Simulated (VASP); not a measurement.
# TaSi2 (P6_422) in VASP: further runs

Runs on TaSi2. Level: PBE. Tasks: single point, relaxation of cell and atoms.

Program: VASP 6.6.1. These are calculated values, not measurements. Logs are shortened: lines on timing, memory, paths and dates and some standing lists are left out, and cuts for length are marked.

## 1. The cell of the first run

The structure is hexagonal, space group P6_422 (No. 181). The conventional cell has a = 4.806 Å, b = 4.806 Å, c = 6.597 Å, α = 90.00°, β = 90.00°, γ = 120.00°. Ta (site symmetry 222) has 10 Si at 2.62 to 2.84 Å and 4 Ta at 3.26 Å within 3.5 Å. Within 3.4 Å of Si (site symmetry 2) lie 9 Si at 2.57 to 3.34 Å and 5 Ta at 2.62 to 2.84 Å.

## 2. Single point, PBE

Input file INCAR:

```
SYSTEM = TaSi2
ALGO = Normal
EDIFF = 1E-7
ENCUT = 520
GGA = PE
ISIF = 2
ISMEAR = 0
LASPH = .TRUE.
LCHARG = .TRUE.
LELF = .TRUE.
LREAL = .FALSE.
LVHAR = .TRUE.
LWAVE = .FALSE.
NBANDS = 38
NELM = 60
PREC = Accurate
SIGMA = 0.1
```

Input file KPOINTS:

```
k-points
0
G
  12 12 6
  0 0 0
```

Input file POSCAR:

```
TaSi2
1.0
    4.8061594236      0.0000000000      0.0000000000
   -2.4030797118      4.1622561555      0.0000000000
    0.0000000000      0.0000000000      6.5968594068
Ta Si
3 6
Direct
    0.5000000000      0.0000000000      0.0000000000
    0.5000000000      0.5000000000      0.6666666667
    0.0000000000      0.5000000000      0.3333333333
    0.1588648678      0.3177297356      0.0000000000
    0.8411351322      0.1588648678      0.6666666667
    0.6822702644      0.8411351322      0.3333333333
    0.8411351322      0.6822702644      0.0000000000
    0.1588648678      0.8411351322      0.6666666667
    0.3177297356      0.1588648678      0.3333333333
```

Potentials or basis: VASP PAW PBE potentials, release 64 (Ta_pv, Si).

Launch:

```bash
> cat potpaw_PBE.64/Ta_pv/POTCAR potpaw_PBE.64/Si/POTCAR > POTCAR
> mpirun -np 1 vasp_std > vasp.out
```

OUTCAR:

```text
SYSTEM = TaSi2
   EDIFF = 1E-7
   ENCUT = 520
   GGA = PE
   ISIF = 2
   ISMEAR = 0
   LASPH = .TRUE.
   LREAL = .FALSE.
   NELM = 60
   PREC = Accurate

 ion  position               nearest neighbor table
   1  0.500  0.000  0.000-   5 2.62   6 2.62   8 2.62   9 2.62   7 2.74   4 2.74   4 2.74   7 2.74
                             4 2.84   7 2.84   2 3.26   2 3.26   3 3.26   3 3.26
   2  0.500  0.500  0.667-   4 2.62   7 2.62   6 2.62   9 2.62   8 2.74   5 2.74   8 2.74   5 2.74
                             8 2.84   5 2.84   1 3.26   1 3.26   3 3.26   3 3.26
   3  0.000  0.500  0.333-   4 2.62   7 2.62   5 2.62   8 2.62   6 2.74   9 2.74   9 2.74   6 2.74
                             6 2.84   9 2.84   1 3.26   1 3.26   2 3.26   2 3.26
   4  0.159  0.318  0.000-   5 2.57   9 2.57   2 2.62   3 2.62   7 2.64   1 2.74   1 2.74   1 2.84
                             7 2.84   7 2.84
   5  0.841  0.159  0.667-   4 2.57   6 2.57   1 2.62   3 2.62   8 2.64   2 2.74   2 2.74   2 2.84
                             8 2.84   8 2.84
   6  0.682  0.841  0.333-   7 2.57   5 2.57   1 2.62   2 2.62   9 2.64   3 2.74   3 2.74   3 2.84
                             9 2.84   9 2.84
   7  0.841  0.682  0.000-   6 2.57   8 2.57   2 2.62   3 2.62   4 2.64   1 2.74   1 2.74   1 2.84
                             4 2.84   4 2.84
   8  0.159  0.841  0.667-   7 2.57   9 2.57   1 2.62   3 2.62   5 2.64   2 2.74   2 2.74   2 2.84
                             5 2.84   5 2.84
   9  0.318  0.159  0.333-   4 2.57   8 2.57   1 2.62   2 2.62   6 2.64   3 2.74   3 2.74   3 2.84
                             6 2.84   6 2.84

  LATTYP: Found a hexagonal cell.
 ALAT       =     4.8061594236
 C/A-ratio  =     1.3725843913

  Lattice vectors:

 A1 = (   4.8061594236,   0.0000000000,   0.0000000000)
 A2 = (  -2.4030797118,   4.1622561555,   0.0000000000)
 A3 = (   0.0000000000,   0.0000000000,   6.5968594068)

Analysis of symmetry for initial positions (statically):
=====================================================================
 Subroutine PRICEL returns:
 Original cell was already a primitive cell.

 Routine SETGRP: Setting up the symmetry group for a
 hexagonal supercell.

 Subroutine GETGRP returns: Found 12 space group operations
 (whereof  4 operations were pure point group operations)
 out of a pool of 24 trial point group operations.

The static configuration has the point symmetry D_2 .
 The point group associated with its full space group is D_6 .

Analysis of symmetry for dynamics (positions and initial velocities):
=====================================================================
 Subroutine PRICEL returns:
 Original cell was already a primitive cell.

 Routine SETGRP: Setting up the symmetry group for a
 hexagonal supercell.

 Subroutine GETGRP returns: Found 12 space group operations
[... 126 lines left out ...]
   POTIM  = 0.5000    time-step for ionic-motion
   TEBEG  =    0.0;   TEEND  =   0.0 temperature during run
   PSTRESS=    0.0 pullay stress
   NELECT =      57.0000    total number of electrons
   NUPDOWN=      -1.0000    fix difference up-down
   EMIN   =  10.00;   EMAX   =-10.00  energy-range for DOS
   EFERMI =   0.00;   METHOD = LEGACY
   ISMEAR =     0;   SIGMA  =   0.10  broadening in eV -4-tet -1-fermi 0-gaus
   EFERMI_NEDOS =   21; number of points for ismear=-14 and -15
   IALGO  =     38    algorithm
   IMIX   =      4    mixing-type and parameters
     AMIX     =   0.40;   BMIX     =  1.00
     AMIX_MAG =   1.60;   BMIX_MAG =  1.00
  volume/ion in A,a.u.               =      14.66        98.95
  Fermi-wavevector in a.u.,A,eV,Ry     =   1.237500  2.338535 20.836032  1.531405
  Thomas-Fermi vector in A             =   2.372064
   LORBIT       =      0    0 simple, 1 ext, 2 COOP (PROOUT), +10 PAW based schemes
   GGA     = PE    functional components
   LHFCALC =     F    Hartree Fock is set to
   AEXX    =    0.0000 exact exchange contribution
   IVDW    =     0    specifies the selected vdW correction
   LEPSILON=     F    determine dielectric tensor
   LRPA    =     F    only Hartree local field effects (RPA)
 non-spin polarized calculation
 Gauss-broadening in eV      SIGMA  =   0.10
  energy-cutoff  :      520.00
  volume of cell :      131.97
 maximum number of plane-waves:      3579
 NGX is ok and might be reduce to    36
   NGX = 17   NGY = 17   NGZ = 25

 number of electron      57.0000007 magnetization

 Free energy of the ion-electron system (eV)
  ---------------------------------------------------
  ext. energy  EPLUGINS =         0.00000000
  ---------------------------------------------------
  free energy    TOTEN  =       -72.26327617 eV

  energy without entropy =      -72.24577090  energy(sigma->0) =      -72.25452354

 E-fermi :   9.2253     XC(G=0): -12.0144

 val. band max:        9.2139010536   @ k =   0.3333   0.0833   0.5000
 cond. band min:       9.2396433225   @ k =   0.1667   0.0000   0.3333
 fundamental gap:      0.0257422689
 Fermi energy:         9.2253127918

 k-point     1 :       0.0000    0.0000    0.0000
  band No.  band energies     occupation
      1     -25.1908      2.00000
      2     -25.1859      2.00000
      3     -25.1859      2.00000
      4     -25.1202      2.00000
      5     -25.1202      2.00000
      6     -25.0323      2.00000
[... 973 lines left out ...]
     37      13.2130      0.00000
     38      13.3842      0.00000

 [... further k-points ...]
[... 5 lines left out ...]
  --------------------------------------------------------------------------------------
  -------------------------------------------------------------------------------------
  Total        0.0490658      0.0490658      0.0798753      0.0000000      0.0000000      0.0000000
  in kB        0.5956962      0.5956962      0.9697485      0.0000000      0.0000000      0.0000000
  external PRESSURE =       0.7203803 kB  Pullay stress =       0.0000000 kB

 VOLUME and BASIS-vectors are now :
 -----------------------------------------------------------------------------
  energy-cutoff  :      520.00
  volume of cell :      131.97
      direct lattice vectors                 reciprocal lattice vectors
     4.806159424  0.000000000  0.000000000     0.208066340  0.120127157  0.000000000
    -2.403079712  4.162256155  0.000000000     0.000000000  0.240254315  0.000000000
     0.000000000  0.000000000  6.596859407     0.000000000  0.000000000  0.151587284

 POSITION                                       TOTAL-FORCE (eV/Angst)
 -----------------------------------------------------------------------------------
      2.40308      0.00000      0.00000        -0.000000      0.000000      0.000000
      1.20154      2.08113      4.39791         0.000000     -0.000000     -0.000000
     -1.20154      2.08113      2.19895        -0.000000      0.000000     -0.000000
      0.00000      1.32247      0.00000         0.000000      0.001779      0.000000
      3.66086      0.66124      4.39791        -0.001541      0.000890      0.000000
      1.25778      3.50102      2.19895        -0.001541     -0.000890      0.000000
      2.40308      2.83978      0.00000        -0.000000     -0.001779      0.000000
     -1.25778      3.50102      4.39791         0.001541     -0.000890     -0.000000
      1.14529      0.66124      2.19895         0.001541      0.000890      0.000000
 -----------------------------------------------------------------------------------
    total drift:                               -0.000000      0.000000      0.000000

  FREE ENERGIE OF THE ION-ELECTRON SYSTEM (eV)
  ---------------------------------------------------
  free  energy   TOTEN  =       -72.2632761721 eV

  energy  without entropy=      -72.2457708982  energy(sigma->0) =      -72.25452354
```

stdout:

```text
POSCAR found type information on POSCAR TaSi
 POSCAR found :  2 types and       9 ions
 scaLAPACK will be used
 LDA part: xc-table for (Slater+PW92), standard interpolation
 POSCAR, INCAR and KPOINTS ok, starting setup
 FFT: planning ... GRIDC
 FFT: planning ... GRID_SOFT
 FFT: planning ... GRID
 WAVECAR not read
 entering main loop
```

It took 12 min on 1 thread of AMD EPYC 7R13, shared host; peak memory 0.41 GiB.

What came out:

```yaml
Free_energy: -72.2633 eV
Pressure: 0.1 GPa
```

Caveat: spin-orbit coupling is left out, which moves the levels of the heavy elements.

## 3. Relaxation of cell and atoms, PBE, target pressure 2 GPa, at which the enthalpy is minimised

This run uses another cell than the first one, of 14.38 Å³/atom, 0.981 times its volume.

Input file INCAR:

```
PREC     = Accurate       # precision mode
ENCUT    = 600            # plane-wave cutoff, eV
EDIFF    = 1E-6           # SCF threshold, eV
ISMEAR   = 0              # smearing method
SIGMA    = 0.1            # smearing width, eV
LREAL    = F              # projectors in reciprocal space
LASPH    = T              # aspherical terms in the spheres
NELM     = 100            # most SCF steps
ALGO     = Normal         # electronic algorithm
ISIF     = 3              # what is computed and relaxed
LWAVE    = F              # write WAVECAR
LCHARG   = F              # write CHGCAR
GGA      = PE             # functional
IBRION   = 2              # ionic algorithm
NSW      = 70             # ionic steps
EDIFFG   = -0.008         # ionic threshold
PSTRESS  = 20.0
```

Input file KPOINTS:

```
Automatic mesh
0
Gamma
  9 9 6
```

Input file POSCAR:

```
TaSi2
1.0
    4.7744518971      0.0000000000      0.0000000000
   -2.3872259485      4.1347966320      0.0000000000
    0.0000000000      0.0000000000      6.5566721573
Ta Si
3 6
Direct
    0.5000000000      0.0000000000      0.0000000000
    0.5000000000      0.5000000000      0.6666666667
    0.0000000000      0.5000000000      0.3333333333
    0.1589152983      0.3178305965      0.0000000000
    0.8410847017      0.1589152983      0.6666666667
    0.6821694035      0.8410847017      0.3333333333
    0.8410847017      0.6821694035      0.0000000000
    0.1589152983      0.8410847017      0.6666666667
    0.3178305965      0.1589152983      0.3333333333
```

Potentials or basis: VASP PAW PBE potentials, release 64 (Ta_pv, Si).

Launch:

```bash
> cat potpaw_PBE.64/Ta_pv/POTCAR potpaw_PBE.64/Si/POTCAR > POTCAR
> mpirun -np 1 vasp_std > vasp.out
```

OUTCAR:

```text
PREC = Accurate
   ENCUT = 600
   EDIFF = 1E-6
   ISMEAR = 0
   LREAL = F
   LASPH = T
   NELM = 100
   ISIF = 3
   GGA = PE
   IBRION = 2
   NSW = 70
   EDIFFG = -0.008
   PSTRESS = 20.0

 ion  position               nearest neighbor table
   1  0.500  0.000  0.000-   5 2.60   8 2.60   6 2.60   9 2.60   4 2.73   7 2.73   4 2.73   7 2.73
                             4 2.82   7 2.82   2 3.24   2 3.24   3 3.24   3 3.24
   2  0.500  0.500  0.667-   4 2.60   7 2.60   6 2.60   9 2.60   5 2.73   8 2.73   8 2.73   5 2.73
                             8 2.82   5 2.82   1 3.24   1 3.24   3 3.24   3 3.24
   3  0.000  0.500  0.333-   4 2.60   7 2.60   5 2.60   8 2.60   6 2.73   9 2.73   9 2.73   6 2.73
                             6 2.82   9 2.82   1 3.24   1 3.24   2 3.24   2 3.24
   4  0.159  0.318  0.000-   9 2.55   5 2.55   2 2.60   3 2.60   7 2.63   1 2.73   1 2.73   1 2.82
[... 303 lines left out ...]

 number of electron      56.9999997 magnetization

 Free energy of the ion-electron system (eV)
  ---------------------------------------------------
  ext. energy  EPLUGINS =         0.00000000
  ---------------------------------------------------
  free energy    TOTEN  =       -72.25001603 eV

  energy without entropy =      -72.22728031  energy(sigma->0) =      -72.23864817

 E-fermi :   9.3406     XC(G=0): -12.0612

 val. band max:        9.3226023724   @ k =   0.3333   0.1111   0.5000
 cond. band min:       9.3543260888   @ k =   0.3333   0.2222   0.0000
 fundamental gap:      0.0317237163
 Fermi energy:         9.3405824067

 k-point     1 :       0.0000    0.0000    0.0000
  band No.  band energies     occupation
      1     -25.0457      2.00000
      2     -25.0433      2.00000
      3     -25.0433      2.00000
      4     -24.9744      2.00000
      5     -24.9744      2.00000
      6     -24.8834      2.00000
[... 877 lines left out ...]
     33      11.6096      0.00000
     34      11.7068      0.00000

 [... further k-points ...]
[... 5 lines left out ...]
  --------------------------------------------------------------------------------------
  -------------------------------------------------------------------------------------
  Total        1.6383578      1.6383578      1.6236216      0.0000000      0.0000000      0.0000000
  in kB       20.0960812     20.0960812     19.9153268      0.0000000      0.0000000      0.0000000
  external PRESSURE =       0.0358298 kB  Pullay stress =      20.0000000 kB
[... 28 lines left out ...]
  energy  without entropy=      -72.2272803143  energy(sigma->0) =      -72.23864817

  enthalpy is  TOTEN    =       -70.6194913358 eV   P V=        1.6305246956

 reached required accuracy - stopping structural energy minimisation
```

OSZICAR:

```text
N       E                     dE             d eps       ncg     rms          rms(c)
DAV:   1     0.424247934098E+03    0.42425E+03   -0.30969E+04  3264   0.177E+03
DAV:   2    -0.519389630840E+02   -0.47619E+03   -0.46888E+03  3750   0.419E+02
DAV:   3    -0.740811424610E+02   -0.22142E+02   -0.21745E+02  4148   0.754E+01
[... 25 lines left out ...]
DAV:   4    -0.722500608265E+02    0.76740E-03   -0.31886E-03  3986   0.234E-01    0.665E-02
DAV:   5    -0.722500071163E+02    0.53710E-04   -0.65746E-04  3940   0.144E-01    0.669E-02
DAV:   6    -0.722500148587E+02   -0.77425E-05   -0.11442E-04  3940   0.458E-02    0.865E-03
DAV:   7    -0.722500161006E+02   -0.12419E-05   -0.40546E-06  3772   0.120E-02    0.433E-03
DAV:   8    -0.722500160313E+02    0.69279E-07   -0.33727E-07  2220   0.314E-03
   3 F= -.70619491E+02 E0= -.70608123E+02  d E =-.691796E-02
```

Run time: 7.3 min. Hardware: 1 thread of Intel Xeon Platinum 8488C (Sapphire Rapids), shared host; peak memory 0.43 GiB.

Results:

| Quantity | Value |
| --- | --- |
| Free energy | -72.2500 eV |
| Relaxed volume | 14.51 Å³/atom |
| Relaxed cell | a = 4.787 Å, b = 4.787 Å, c = 6.582 Å, α = 90.00°, β = 90.00°, γ = 120.00° |
| Space group after relaxing (to 0.05 Å) | P6_422 (No. 181) |
| Energy change on relaxing (the enthalpy is what falls) | -2.4 meV/atom |
| Ionic steps | 3 |
| Pressure after relaxing | 2.0 GPa |

Step by step:
```tsv
step	energy change (eV)	largest force (eV/Å)	pressure (GPa)	volume (Å³)
1	0.0000	0.0061	3.84	129.44
2	-0.0279	0.0109	-0.81	132.55
3	-0.0217	0.0005	2.00	130.62
```

Final structure:
```
Ta Si
1.0
     4.78698    0.00000    0.00000
    -2.39349    4.14565    0.00000
     0.00000    0.00000    6.58194
Ta Si
3 6
Direct
  0.50000 0.00000 0.00000
  0.50000 0.50000 0.66667
  0.00000 0.50000 0.33333
  0.15890 0.31780 0.00000
  0.84110 0.15890 0.66667
  0.68220 0.84110 0.33333
  0.84110 0.68220 0.00000
  0.15890 0.84110 0.66667
  0.31780 0.15890 0.33333
```

Caveat: the cell is relaxed towards a set pressure, so the enthalpy falls and the energy may rise; spin-orbit coupling is left out, which moves the levels of the heavy elements. Zero-point motion and thermal expansion aren't in these numbers.
